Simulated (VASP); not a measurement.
Here is a VASP 6.6.1 calculation.

The input INCAR:

```
ALGO     = Normal         # electronic algorithm
EDIFF    = 1E-8           # SCF threshold, eV
ENCUT    = 520            # plane-wave cutoff, eV
GGA      = PE             # functional
ISIF     = 2              # what is computed and relaxed
ISMEAR   = -1             # smearing method
LASPH    = T              # aspherical terms in the spheres
LCHARG   = F              # write CHGCAR
LEFG     = T            
LREAL    = F              # projectors in reciprocal space
LWAVE    = F              # write WAVECAR
NBANDS   = 13             # bands
NELM     = 100            # most SCF steps
PREC     = Accurate       # precision mode
SIGMA    = 0.05           # smearing width, eV
```

KPOINTS

```
k-points
0
Gamma
  12 12 12
```

The input POSCAR:

```
Pb
1.0
    0.0000000000      2.4514823183      2.5068470000
    2.4514823183      0.0000000000      2.5068470000
    2.4514823183      2.4514823183      0.0000000000
Pb
1
Direct
    0.0000000000      0.0000000000      0.0000000000
```

Potentials or basis: VASP PAW PBE potentials, release 64 (Pb_d).

Run with:

```bash
$ cat potpaw_PBE.64/Pb_d/POTCAR > POTCAR
$ mpirun -np 1 vasp_std > vasp.out
```

Q: Predict the band gap on the k mesh.

A: Zero (band 7 reaches 14.81 eV, above the bottom of band 8 at 5.70 eV).

Q: Predict the pressure.

A: 2.9 GPa.

Electric field gradients, principal values (V/Å²):
```
atom  least  middle  greatest (by size)
1 Pb  4.163   4.166              -8.329
```

Caveat: without QUAD_EFG the Cq values of the log hold for a quadrupole moment of 1 mb, not for the nuclei; spin-orbit coupling is left out, which moves the levels of the heavy elements.
